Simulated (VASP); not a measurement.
Here is a VASP 6.6.1 calculation.

File INCAR:

```
SYSTEM = Mo6C
PREC     = Accurate       ! precision mode
ENCUT    = 520            ! plane-wave cutoff, eV
EDIFF    = 1E-6           ! SCF threshold, eV
ISMEAR   = 0              ! smearing method
SIGMA    = 0.1            ! smearing width, eV
LREAL    = .FALSE.        ! projectors in reciprocal space
LASPH    = .TRUE.         ! aspherical terms in the spheres
NELM     = 100            ! most SCF steps
ALGO     = Normal         ! electronic algorithm
ISIF     = 2              ! what is computed and relaxed
LWAVE    = .FALSE.        ! write WAVECAR
LCHARG   = .FALSE.        ! write CHGCAR
LDIPOL   = .TRUE.       
IDIPOL   = 3            
DIPOL    = 0.5 0.5 0.339
GGA      = PE             ! functional
NBANDS   = 53             ! bands
```

Contents of KPOINTS:

```
regular mesh
0
G
  6 6 1
  0 0 0
```

The input POSCAR:

```
Mo6C
1.0
    4.4695765307      0.0000000000      0.0000000000
   -2.2347882654      3.8707668198      0.0000000000
    0.0000000000      0.0000000000     19.7595667350
Mo C
6 1
Direct
    0.6666666667      0.3333333333      0.2024335884
    0.3333333333      0.6666666666      0.2486060831
    0.0000000000      0.0000000000      0.2947785777
    0.6666666667      0.3333333333      0.3368821116
    0.3333333333      0.6666666666      0.3779725564
    0.0000000000      0.0000000000      0.4180034333
    0.2222222222      0.1111111111      0.4962679305
```

Potentials or basis: VASP PAW PBE potentials, release 64 (Mo_sv, C).

Command:

```sh
$ cat potpaw_PBE.64/Mo_sv/POTCAR potpaw_PBE.64/C/POTCAR > POTCAR
$ mpirun -np 1 vasp_std > vasp.out
```

(1) Predict the band gap on the k mesh.

(2) Estimate the largest force.

## Answers

(1) zero (band 44 reaches 0.15 eV, above the bottom of band 45 at -0.12 eV).

(2) 3.131 eV/Å.
